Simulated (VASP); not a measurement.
# ZnS3 (Pm-3m) in VASP: notebook

Runs on ZnS3. Level: PBE. Tasks: relaxation of cell and atoms, single point.

Program: VASP 6.6.1. These are calculated values, not measurements. Logs are shortened: lines on timing, memory, paths and dates and some standing lists are left out, and cuts for length are marked.

### 1 The cell of the first run

The structure is cubic, space group Pm-3m (No. 221). Conventional cell: a = 4.226 Å, b = 4.226 Å, c = 4.226 Å, α = 90.00°, β = 90.00°, γ = 90.00°. Within 3.9 Å of Zn (site symmetry m-3m) lie 12 S at 2.99 Å. Within 3.9 Å of S (site symmetry 4/mmm) lie 4 Zn at 2.99 Å and 8 S at 2.99 Å.

### 2 Relaxation of cell and atoms, PBE

Contents of INCAR:

```
SYSTEM = ZnS3
PREC = Accurate
ENCUT = 600
EDIFF = 1E-7
ISMEAR = 0
SIGMA = 0.1
LREAL = .False.
LASPH = .True.
NELM = 80
ALGO = Normal
ISIF = 3
LWAVE = .False.
LCHARG = .False.
GGA = PE
IBRION = 2
NSW = 90
EDIFFG = -0.04
```

Contents of KPOINTS:

```
Automatic mesh
0
Gamma
  4 4 4
  0 0 0
```

Contents of POSCAR:

```
ZnS3
1.0
    4.2257226371      0.0000000000      0.0000000000
    0.0000000000      4.2257226371      0.0000000000
    0.0000000000      0.0000000000      4.2257226371
Zn S
1 3
Direct
    0.0000000000      0.0000000000      0.0000000000
    0.0000000000      0.5000000000      0.5000000000
    0.5000000000      0.0000000000      0.5000000000
    0.5000000000      0.5000000000      0.0000000000
```

Potentials or basis: VASP PAW PBE potentials, release 64 (Zn, S).

Command:

```console
$ cat potpaw_PBE.64/Zn/POTCAR potpaw_PBE.64/S/POTCAR > POTCAR
$ mpirun -np 1 vasp_std > vasp.out
```

OUTCAR:

```text
SYSTEM = ZnS3
   PREC = Accurate
   ENCUT = 600
   EDIFF = 1E-7
   ISMEAR = 0
   LREAL = .False.
   LASPH = .True.
   NELM = 80
   ISIF = 3
   GGA = PE
   IBRION = 2
   NSW = 90
   EDIFFG = -0.04

 ion  position               nearest neighbor table
   1  0.000  0.000  0.000-
   2  0.000  0.500  0.500-
   3  0.500  0.000  0.500-
   4  0.500  0.500  0.000-

  LATTYP: Found a simple cubic cell.
 ALAT       =     4.2257226371

  Lattice vectors:

 A1 = (   4.2257226371,   0.0000000000,   0.0000000000)
 A2 = (   0.0000000000,   4.2257226371,   0.0000000000)
 A3 = (   0.0000000000,   0.0000000000,   4.2257226371)

Analysis of symmetry for initial positions (statically):
=====================================================================
 Subroutine PRICEL returns:
 Original cell was already a primitive cell.

 Routine SETGRP: Setting up the symmetry group for a
 simple cubic supercell.

 Subroutine GETGRP returns: Found 48 space group operations
 (whereof 48 operations were pure point group operations)
 out of a pool of 48 trial point group operations.

The static configuration has the point symmetry O_h .

Analysis of symmetry for dynamics (positions and initial velocities):
=====================================================================
 Subroutine PRICEL returns:
 Original cell was already a primitive cell.

 Routine SETGRP: Setting up the symmetry group for a
 simple cubic supercell.

 Subroutine GETGRP returns: Found 48 space group operations
 (whereof 48 operations were pure point group operations)
 out of a pool of 48 trial point group operations.

The dynamic configuration has the point symmetry O_h .

 Subroutine INISYM returns: Found 48 space group operations
 (whereof 48 operations are pure point group operations),
 and found     1 'primitive' translations

----------------------------------------------------------------------------------------
[... 366 lines left out ...]
  -------------------------------------------------------------------------------------
  Total       -2.9130000     -2.9130000     -2.9130000     -0.0000000      0.0000000     -0.0000000
  in kB      -61.8511972    -61.8511972    -61.8511972     -0.0000000      0.0000000     -0.0000000
  external PRESSURE =     -61.8511972 kB  Pullay stress =       0.0000000 kB

 VOLUME and BASIS-vectors are now :
 -----------------------------------------------------------------------------
  energy-cutoff  :      600.00
  volume of cell :       75.46
      direct lattice vectors                 reciprocal lattice vectors
     4.225722637  0.000000000  0.000000000     0.236645915  0.000000000  0.000000000
     0.000000000  4.225722637  0.000000000     0.000000000  0.236645915  0.000000000
     0.000000000  0.000000000  4.225722637     0.000000000  0.000000000  0.236645915

 POSITION                                       TOTAL-FORCE (eV/Angst)
 -----------------------------------------------------------------------------------
      0.00000      0.00000      0.00000         0.000000      0.000000      0.000000
      0.00000      2.11286      2.11286         0.000000      0.000000      0.000000
      2.11286      0.00000      2.11286         0.000000      0.000000      0.000000
      2.11286      2.11286      0.00000         0.000000      0.000000      0.000000
 -----------------------------------------------------------------------------------
    total drift:                                0.000000      0.000000      0.000000

  FREE ENERGIE OF THE ION-ELECTRON SYSTEM (eV)
  ---------------------------------------------------
  free  energy   TOTEN  =        -9.9872119060 eV

  energy  without entropy=       -9.9654163375  energy(sigma->0) =       -9.97631412

--------------------------------------- Ionic step        2  -------------------------------------------

 number of electron      29.9999978 magnetization

 Free energy of the ion-electron system (eV)
  ---------------------------------------------------
  ext. energy  EPLUGINS =         0.00000000
  ---------------------------------------------------
  free energy    TOTEN  =       -10.15415238 eV

  energy without entropy =      -10.13516151  energy(sigma->0) =      -10.14465695

 E-fermi :   5.7823     XC(G=0): -10.8346

 val. band max:        5.7587956949   @ k =   0.5000   0.2500   0.0000
 cond. band min:       5.8811509450   @ k =   0.5000   0.5000   0.2500
 fundamental gap:      0.1223552502
 Fermi energy:         5.7822625163

 k-point     1 :       0.0000    0.0000    0.0000
  band No.  band energies     occupation
      1      -9.9309      2.00000
      2      -5.4814      2.00000
      3      -5.4814      2.00000
      4      -1.2895      2.00000
      5      -1.2895      2.00000
      6      -1.2895      2.00000
[... 197 lines left out ...]
      6      -1.2295      2.00000
[... 11 lines left out ...]
     18       7.1805      0.00000
     19      15.2036      0.00000

------------------------ aborting loop because EDIFF is reached ----------------------------------------

  FORCE on cell =-STRESS in cart. coord.  units (eV):
  Direction    XX          YY          ZZ          XY          YZ          ZX
  --------------------------------------------------------------------------------------
  -------------------------------------------------------------------------------------
  Total       -0.0818515     -0.0818515     -0.0818515     -0.0000000     -0.0000000     -0.0000000
  in kB       -1.9347802     -1.9347802     -1.9347802     -0.0000000     -0.0000000     -0.0000000
  external PRESSURE =      -1.9347802 kB  Pullay stress =       0.0000000 kB

 VOLUME and BASIS-vectors are now :
 -----------------------------------------------------------------------------
  energy-cutoff  :      600.00
  volume of cell :       67.78
      direct lattice vectors                 reciprocal lattice vectors
     4.077261535 -0.000000000 -0.000000000     0.245262658  0.000000000  0.000000000
    -0.000000000  4.077261535  0.000000000     0.000000000  0.245262658 -0.000000000
    -0.000000000  0.000000000  4.077261535     0.000000000  0.000000000  0.245262658

 POSITION                                       TOTAL-FORCE (eV/Angst)
 -----------------------------------------------------------------------------------
      0.00000      0.00000      0.00000         0.000000     -0.000000      0.000000
     -0.00000      2.03863      2.03863        -0.000000      0.000000      0.000000
      2.03863     -0.00000      2.03863         0.000000      0.000000      0.000000
      2.03863      2.03863     -0.00000         0.000000      0.000000      0.000000
 -----------------------------------------------------------------------------------
    total drift:                                0.000000      0.000000      0.000000

  FREE ENERGIE OF THE ION-ELECTRON SYSTEM (eV)
  ---------------------------------------------------
  free  energy   TOTEN  =       -10.1541523838 eV

  energy  without entropy=      -10.1351615096  energy(sigma->0) =      -10.14465695

 reached required accuracy - stopping structural energy minimisation
```

OSZICAR:

```text
N       E                     dE             d eps       ncg     rms          rms(c)
DAV:   1     0.205835801113E+03    0.20584E+03   -0.15193E+04   380   0.184E+03
DAV:   2     0.988253127867E+01   -0.19595E+03   -0.18952E+03   426   0.350E+02
DAV:   3    -0.966124285588E+01   -0.19544E+02   -0.18346E+02   466   0.105E+02
[... 20 lines left out ...]
DAV:   9    -0.101541605588E+02    0.10386E-04   -0.92324E-05   409   0.652E-02    0.468E-02
DAV:  10    -0.101541586911E+02    0.18677E-05   -0.39231E-06   403   0.243E-02    0.416E-02
DAV:  11    -0.101541526138E+02    0.60773E-05   -0.17265E-05   477   0.813E-02    0.775E-03
DAV:  12    -0.101541523931E+02    0.22067E-06   -0.44783E-06   490   0.275E-02    0.511E-03
DAV:  13    -0.101541523838E+02    0.93196E-08   -0.64931E-07   361   0.560E-03
   2 F= -.10154152E+02 E0= -.10144657E+02  d E =-.166940E+00
```

CONTCAR:

```text
ZnS3
   1.00000000000000
     4.0772615346838350   -0.0000000000000000   -0.0000000000000000
    -0.0000000000000000    4.0772615346838350    0.0000000000000000
    -0.0000000000000000    0.0000000000000000    4.0772615346838350
  Zn              S
     1     3
Direct
     0.0000000000000000    0.0000000000000000    0.0000000000000000
     0.0000000000000000    0.5000000000000000    0.5000000000000000
     0.5000000000000000    0.0000000000000000    0.5000000000000000
     0.5000000000000000    0.5000000000000000    0.0000000000000000

  0.00000000E+00  0.00000000E+00  0.00000000E+00
  0.00000000E+00  0.00000000E+00  0.00000000E+00
  0.00000000E+00  0.00000000E+00  0.00000000E+00
  0.00000000E+00  0.00000000E+00  0.00000000E+00
```

It took 14 s on 1 thread of Intel Xeon 6975P-C (Granite Rapids), shared host; peak memory 0.21 GiB.

Results:

* Free energy: -10.1542 eV
* Relaxed volume: 16.95 Å³/atom
* Relaxed cell: a = 4.077 Å, b = 4.077 Å, c = 4.077 Å, α = 90.00°, β = 90.00°, γ = 90.00°
* Space group after relaxing (to 0.05 Å): Pm-3m (No. 221)
* Energy gained by relaxing: 41.7 meV/atom
* Ionic steps: 2
* Pressure after relaxing: -0.2 GPa
* Band gap on the k mesh: zero (band 15 reaches 7.18 eV, above the bottom of band 16 at 5.28 eV)

Step by step:
| step | energy change (eV) | largest force (eV/Å) | pressure (GPa) | volume (Å³) |
| --- | --- | --- | --- | --- |
| 1 | 0.0000 | 0.0000 | -6.19 | 75.46 |
| 2 | -0.1669 | 0.0000 | -0.19 | 67.78 |

Final structure:
```
CELL_PARAMETERS angstrom
4.07726 0.00000 0.00000
0.00000 4.07726 0.00000
0.00000 0.00000 4.07726
ATOMIC_POSITIONS crystal
Zn 0.00000 0.00000 0.00000
S 0.00000 0.50000 0.50000
S 0.50000 0.00000 0.50000
S 0.50000 0.50000 0.00000
```

Caveat: the k points lie up to 0.39 Å⁻¹ apart in the final cell.

### 3 Single point, PBE

This run uses another cell than the first one, of 16.67 Å³/atom, 0.884 times its volume.

Contents of INCAR:

```
ALGO = Normal
EDIFF = 1E-6
ENCUT = 520
GGA = PE
ISIF = 2
ISMEAR = 0
LASPH = T
LCHARG = F
LREAL = F
LWAVE = F
NBANDS = 23
NELM = 80
PREC = Accurate
SIGMA = 0.1
```

Contents of KPOINTS:

```
k-points
0
Gamma
  12 12 12
```

Contents of POSCAR:

```
ZnS3
1.0
    4.0551373704      0.0000000000      0.0000000000
    0.0000000000      4.0551373704      0.0000000000
    0.0000000000      0.0000000000      4.0551373704
Zn S
1 3
Direct
    0.0000000000      0.0000000000      0.0000000000
    0.0000000000      0.5000000000      0.5000000000
    0.5000000000      0.0000000000      0.5000000000
    0.5000000000      0.5000000000      0.0000000000
```

Potentials or basis: VASP PAW PBE potentials, release 64 (Zn, S).

Command:

```console
$ cat potpaw_PBE.64/Zn/POTCAR potpaw_PBE.64/S/POTCAR > POTCAR
$ mpirun -np 1 vasp_std > vasp.out
```

It took 37 s on 1 thread of Intel Xeon 6975P-C (Granite Rapids), shared host; peak memory 0.24 GiB.

Results (log left out):

```
Free energy            : -10.2995 eV
Pressure               : 0.0 GPa
Band gap on the k mesh : zero (band 15 reaches 7.38 eV, above the bottom of band 16 at 5.39 eV)
```

Levels at points of the mesh, in eV from the Fermi level:
| k point | band 11 | band 12 | band 13 | band 14 | band 15 | band 16 | band 17 | band 18 | band 19 | band 20 |
| --- | --- | --- | --- | --- | --- | --- | --- | --- | --- | --- |
| (0.00, 0.00, 0.00) | -5.68 | -1.65 | -1.09 | -1.09 | -1.09 | 0.87 | 0.87 | 0.87 | 6.27 | 6.27 |
| (0.50, 0.00, 0.00) | -4.12 | -3.11 | -3.11 | -2.11 | -2.10 | 0.53 | 0.53 | 2.93 | 3.59 | 6.28 |
| (0.50, 0.50, 0.00) | -2.92 | -2.92 | -2.76 | -2.28 | -2.28 | 1.29 | 1.47 | 1.65 | 3.27 | 7.16 |
| (0.50, 0.50, 0.50) | -6.30 | -6.30 | -2.72 | 1.46 | 1.46 | 1.47 | 1.47 | 1.47 | 9.57 | 9.57 |

[end of part 1 of 2]
